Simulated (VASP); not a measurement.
# Ir (R-3m) in VASP: notebook

The runs below take Ir through single point, relaxation of cell and atoms, with PBE.

All numbers are computed with VASP 6.6.1; they aren't measurements. Logs are shortened: lines on timing, memory, paths and dates and some standing lists are left out, and cuts for length are marked.

## 1. The cell of the first run

The structure is trigonal, space group R-3m (No. 166). The conventional cell has a = 3.177 Å, b = 3.177 Å, c = 11.412 Å, α = 90.00°, β = 90.00°, γ = 120.00°. Ir (site symmetry 3m) has 1 Ir at 1.32 Å within 1.8 Å.

## 2. Single point, PBE

File INCAR:

```
PREC     = Accurate       # precision mode
ENCUT    = 520            # plane-wave cutoff, eV
EDIFF    = 1E-7           # SCF threshold, eV
ISMEAR   = 0              # smearing method
SIGMA    = 0.1            # smearing width, eV
LREAL    = False          # projectors in reciprocal space
LASPH    = True           # aspherical terms in the spheres
NELM     = 100            # most SCF steps
ALGO     = Normal         # electronic algorithm
ISIF     = 2              # what is computed and relaxed
LWAVE    = False          # write WAVECAR
LCHARG   = True           # write CHGCAR
GGA      = PE             # functional
LELF     = True           # ELF
LVHAR    = True         
NBANDS   = 16             # bands
```

File KPOINTS:

```
Automatic mesh
0
Gamma
  6 6 6
```

File POSCAR:

```
Ir
1.0
    1.5885846680      0.9171697856      3.8039672912
   -1.5885846680      0.9171697856      3.8039672912
    0.0000000000     -1.8343395714      3.8039672912
Ir
2
Direct
    0.0577000000      0.0577000000      0.0577000000
    0.9423000000      0.9423000000      0.9423000000
```

Potentials or basis: VASP PAW PBE potentials, release 64 (Ir).

Run with:

```bash
> cat potpaw_PBE.64/Ir/POTCAR > POTCAR
> mpirun -np 1 vasp_std > vasp.out
```

OUTCAR:

```text
PREC = Accurate
   ENCUT = 520
   EDIFF = 1E-7
   ISMEAR = 0
   LREAL = False
   LASPH = True
   NELM = 100
   ISIF = 2
   GGA = PE

 ion  position               nearest neighbor table
   1  0.058  0.058  0.058-   2 1.32   2 3.09   2 3.09   2 3.09
   2  0.942  0.942  0.942-   1 1.32   1 3.09   1 3.09   1 3.09

 -----------------------------------------------------------------------------
|                                                                             |
|           W    W    AA    RRRRR   N    N  II  N    N   GGGG   !!!           |
|           W    W   A  A   R    R  NN   N  II  NN   N  G    G  !!!           |
|           W    W  A    A  R    R  N N  N  II  N N  N  G       !!!           |
|           W WW W  AAAAAA  RRRRR   N  N N  II  N  N N  G  GGG   !            |
|           WW  WW  A    A  R   R   N   NN  II  N   NN  G    G                |
|           W    W  A    A  R    R  N    N  II  N    N   GGGG   !!!           |
|                                                                             |
|     The distance between some ions is very small. Please check the          |
|     nearest-neighbor list in the OUTCAR file.                               |
|     I HOPE YOU KNOW WHAT YOU ARE DOING!                                     |
|                                                                             |
 -----------------------------------------------------------------------------

  LATTYP: Found a trigonal (rhomboedric) cell.
 ALAT       =     4.2231467907
 COS(alpha) =     0.7170052526

  Lattice vectors:

 A1 = (   1.5885846680,   0.9171697856,   3.8039672912)
 A2 = (  -1.5885846680,   0.9171697856,   3.8039672912)
 A3 = (   0.0000000000,  -1.8343395714,   3.8039672912)

Analysis of symmetry for initial positions (statically):
=====================================================================
 Subroutine PRICEL returns:
 Original cell was already a primitive cell.

 Routine SETGRP: Setting up the symmetry group for a
 trigonal (rhombohedral) supercell.

 Subroutine GETGRP returns: Found 12 space group operations
 (whereof 12 operations were pure point group operations)
 out of a pool of 12 trial point group operations.

The static configuration has the point symmetry D_3d.

Analysis of symmetry for dynamics (positions and initial velocities):
=====================================================================
 Subroutine PRICEL returns:
 Original cell was already a primitive cell.

 Routine SETGRP: Setting up the symmetry group for a
 trigonal (rhombohedral) supercell.

 Subroutine GETGRP returns: Found 12 space group operations
 (whereof 12 operations were pure point group operations)
 out of a pool of 12 trial point group operations.

The dynamic configuration has the point symmetry D_3d.

 Subroutine INISYM returns: Found 12 space group operations
 (whereof 12 operations are pure point group operations),
 and found     1 'primitive' translations

----------------------------------------------------------------------------------------

                                     Primitive cell

  volume of cell :      33.2543

  direct lattice vectors                    reciprocal lattice vectors
     1.588584668  0.917169786  3.803967291     0.314745578  0.181718444  0.087627813
    -1.588584668  0.917169786  3.803967291    -0.314745578  0.181718444  0.087627813
     0.000000000 -1.834339571  3.803967291     0.000000000 -0.363436889  0.087627813

  length of vectors
     4.223146791  4.223146791  4.223146791     0.373851582  0.373851582  0.373851582

  position of ions in fractional coordinates (direct lattice)
     0.057700000  0.057700000  0.057700000
     0.942300000  0.942300000  0.942300000

  ion indices of the primitive-cell ions
   primitive index   ion index
                 1           1
                 2           2

----------------------------------------------------------------------------------------

 KPOINTS: Automatic mesh

Automatic generation of k-mesh.
 Grid dimensions read from file:
 generate k-points for:    6    6    6

 Generating k-lattice:

  Cartesian coordinates                     Fractional coordinates (reciprocal lattice)
     0.052457596  0.030286407  0.014604635     0.166666667  0.000000000  0.000000000
    -0.052457596  0.030286407  0.014604635     0.000000000  0.166666667  0.000000000
     0.000000000 -0.060572815  0.014604635    -0.000000000 -0.000000000  0.166666667

  Length of vectors
     0.062308597  0.062308597  0.062308597

  Shift w.r.t. Gamma in fractional coordinates (k-lattice)
     0.000000000  0.000000000  0.000000000

 Subroutine IBZKPT returns following result:
 ===========================================

 Found     32 irreducible k-points:

 Following reciprocal coordinates:
            Coordinates               Weight
  0.000000  0.000000  0.000000      1.000000
  0.166667 -0.000000  0.000000      6.000000
  0.333333  0.000000  0.000000      6.000000
  0.500000  0.000000  0.000000      3.000000
  0.166667  0.166667  0.000000      6.000000
  0.333333  0.166667  0.000000     12.000000
[... 16 lines left out ...]
  0.500000  0.500000  0.166667      6.000000
 -0.333333  0.500000  0.166667     12.000000
 [... further k-points ...]
   k-points           NKPTS =     32   k-points in BZ     NKDIM =     32   number of bands    NBANDS=     16
   number of dos      NEDOS =    301   number of ions     NIONS =      2
   total plane-waves  NPLWV =  32768
   dimension x,y,z NGX =    32 NGY =   32 NGZ =   32
   dimension x,y,z NGXF=    64 NGYF=   64 NGZF=   64
   ions per type =               2
   NGX,Y,Z   is equivalent  to a cutoff of  12.60, 12.60, 12.60 a.u.
   NGXF,Y,Z  is equivalent  to a cutoff of  25.19, 25.19, 25.19 a.u.
 SYSTEM =  unknown system
   PREC   = accura    normal or accurate (medium, high low for compatibility)
   ISTART =      0    job   : 0-new  1-cont  2-samecut
   ICHARG =      2    charge: 1-file 2-atom 10-const
   ISPIN  =      1    spin polarized calculation?
   LNONCOLLINEAR =      F non collinear calculations
   LSORBIT =      F    spin-orbit coupling
   LASPH  =      T    aspherical Exc in radial PAW
   ENCUT  =  520.0 eV  38.22 Ry    6.18 a.u.   7.85  7.85  7.85*2*pi/ulx,y,z
   NELM   =    100;   NELMIN=  2; NELMDL= -5     # of ELM steps
   EDIFF  = 0.1E-06   stopping-criterion for ELM
   LREAL  =      F    real-space projection
   EDIFFG = 0.1E-05   stopping-criterion for IOM
   NSW    =      0    number of steps for IOM
   IBRION =     -1    ionic relax: 0-MD 1-quasi-New 2-CG
   NFREE  =      0    steps in history (QN), initial steepest desc. (CG)
   ISIF   =      2    stress and relaxation
   ISYM   =      2    0-nonsym 1-usesym 2-fastsym
   POTIM  = 0.5000    time-step for ionic-motion
   TEBEG  =    0.0;   TEEND  =   0.0 temperature during run
   PSTRESS=    0.0 pullay stress
   NELECT =      18.0000    total number of electrons
   NUPDOWN=      -1.0000    fix difference up-down
   EMIN   =  10.00;   EMAX   =-10.00  energy-range for DOS
   EFERMI =   0.00;   METHOD = LEGACY
   ISMEAR =     0;   SIGMA  =   0.10  broadening in eV -4-tet -1-fermi 0-gaus
   EFERMI_NEDOS =   21; number of points for ismear=-14 and -15
   IALGO  =     38    algorithm
   IMIX   =      4    mixing-type and parameters
     AMIX     =   0.40;   BMIX     =  1.00
     AMIX_MAG =   1.60;   BMIX_MAG =  1.00
  volume/ion in A,a.u.               =      16.63       112.21
  Fermi-wavevector in a.u.,A,eV,Ry     =   1.334186  2.521245 24.219072  1.780052
  Thomas-Fermi vector in A             =   2.462987
   LORBIT       =      0    0 simple, 1 ext, 2 COOP (PROOUT), +10 PAW based schemes
   GGA     = PE    functional components
   LHFCALC =     F    Hartree Fock is set to
   AEXX    =    0.0000 exact exchange contribution
   IVDW    =     0    specifies the selected vdW correction
   LEPSILON=     F    determine dielectric tensor
   LRPA    =     F    only Hartree local field effects (RPA)
 non-spin polarized calculation
 Gauss-broadening in eV      SIGMA  =   0.10
  energy-cutoff  :      520.00
  volume of cell :       33.25
 maximum number of plane-waves:       909
   NGX = 15   NGY = 15   NGZ = 15

 number of electron      18.0000000 magnetization

 Free energy of the ion-electron system (eV)
  ---------------------------------------------------
  ext. energy  EPLUGINS =         0.00000000
  ---------------------------------------------------
  free energy    TOTEN  =        22.97224493 eV

  energy without entropy =       22.98599873  energy(sigma->0) =       22.97912183

 E-fermi :   8.8375     XC(G=0): -12.3638

 val. band max:        8.8267415106   @ k =  -0.3333   0.3333   0.1667
 cond. band min:       8.8447738858   @ k =  -0.3333   0.5000   0.1667
 fundamental gap:      0.0180323751
 Fermi energy:         8.8374692107

 k-point     1 :       0.0000    0.0000    0.0000
  band No.  band energies     occupation
      1      -3.6195      2.00000
      2      -3.0023      2.00000
      3      -3.0023      2.00000
      4       0.4285      2.00000
      5       0.4285      2.00000
      6       0.7357      2.00000
[... 8 lines left out ...]
     15      23.3902      0.00000
     16      25.5363      0.00000

 k-point     2 :       0.1667   -0.0000    0.0000
  band No.  band energies     occupation
      1      -3.4720      2.00000
      2      -3.0081      2.00000
      3      -3.0068      2.00000
      4       0.1678      2.00000
      5       0.8511      2.00000
      6       1.3793      2.00000
[... 8 lines left out ...]
     15      21.4342      0.00000
     16      23.5552      0.00000

 k-point     3 :       0.3333    0.0000    0.0000
  band No.  band energies     occupation
      1      -3.8463      2.00000
      2      -3.0119      2.00000
      3      -2.3198      2.00000
      4      -0.2619      2.00000
      5       1.8092      2.00000
      6       3.2914      2.00000
[... 8 lines left out ...]
     15      19.9607      0.00000
     16      21.8516      0.00000
[... 362 lines left out ...]
 k-point    23 :       0.5000    0.5000    0.1667
  band No.  band energies     occupation
      1      -3.5598      2.00000
      2      -3.5597      2.00000
      3      -2.7088      2.00000
      4       0.0490      2.00000
      5       1.8138      2.00000
      6       4.0820      2.00000
[... 8 lines left out ...]
     15      20.4180      0.00000
     16      20.8407      0.00000

 k-point    24 :      -0.3333    0.5000    0.1667
  band No.  band energies     occupation
      1      -3.6399      2.00000
      2      -3.6276      2.00000
      3      -2.1429      2.00000
      4       0.0490      2.00000
      5       1.8149      2.00000
      6       5.0354      2.00000
[... 8 lines left out ...]
     15      19.7300      0.00000
     16      22.2692      0.00000

 [... further k-points ...]
[... 5 lines left out ...]
  --------------------------------------------------------------------------------------
  -------------------------------------------------------------------------------------
  Total       -1.3542861     -1.3542861    184.4403719      0.0000000     -0.0000000      0.0000000
  in kB      -65.2488520    -65.2488520   8886.2482426      0.0000000     -0.0000002      0.0000000
  external PRESSURE =    2918.5835128 kB  Pullay stress =       0.0000000 kB

 VOLUME and BASIS-vectors are now :
 -----------------------------------------------------------------------------
  energy-cutoff  :      520.00
  volume of cell :       33.25
      direct lattice vectors                 reciprocal lattice vectors
     1.588584668  0.917169786  3.803967291     0.314745578  0.181718444  0.087627813
    -1.588584668  0.917169786  3.803967291    -0.314745578  0.181718444  0.087627813
     0.000000000 -1.834339571  3.803967291     0.000000000 -0.363436889  0.087627813

 POSITION                                       TOTAL-FORCE (eV/Angst)
 -----------------------------------------------------------------------------------
      0.00000     -0.00000      0.65847         0.000000     -0.000000    140.869200
      0.00000     -0.00000     10.75344         0.000000      0.000000   -140.869200
 -----------------------------------------------------------------------------------
    total drift:                               -0.000000     -0.000000      0.000000

  FREE ENERGIE OF THE ION-ELECTRON SYSTEM (eV)
  ---------------------------------------------------
  free  energy   TOTEN  =        22.9722449341 eV

  energy  without entropy=       22.9859987263  energy(sigma->0) =       22.97912183
```

Run time: 14 s. Hardware: 1 thread of AMD EPYC 9R45 (Zen 5), shared host; peak memory 0.15 GiB.

What came out:

| Property | Result |
| --- | --- |
| Free energy | 22.9722 eV |
| Pressure | 291.9 GPa |
| Largest force | 140.869 eV/Å |
| Band gap on the k mesh | zero (bands 9 and 10 overlap by 1.55 eV) |

Forces on the atoms (eV/Å):
```
Ir     0.000    0.000  140.869
Ir     0.000    0.000 -140.869
```

Stress tensor (GPa, compression positive):
```
 -6.52   0.00   0.00
  0.00  -6.52   0.00
  0.00   0.00 888.62
```

Caveat: the k points lie up to 0.39 Å⁻¹ apart, too coarse for converged energies and pressures of a metal; atoms lie so close that the PAW spheres overlap strongly, which falsifies energies and pressures; spin-orbit coupling is left out, which moves the levels of the heavy elements; forces of over 1 eV/Å act on the atoms, so gaps and moduli don't describe the material at rest.

(Part 1 of 2 ends here.)
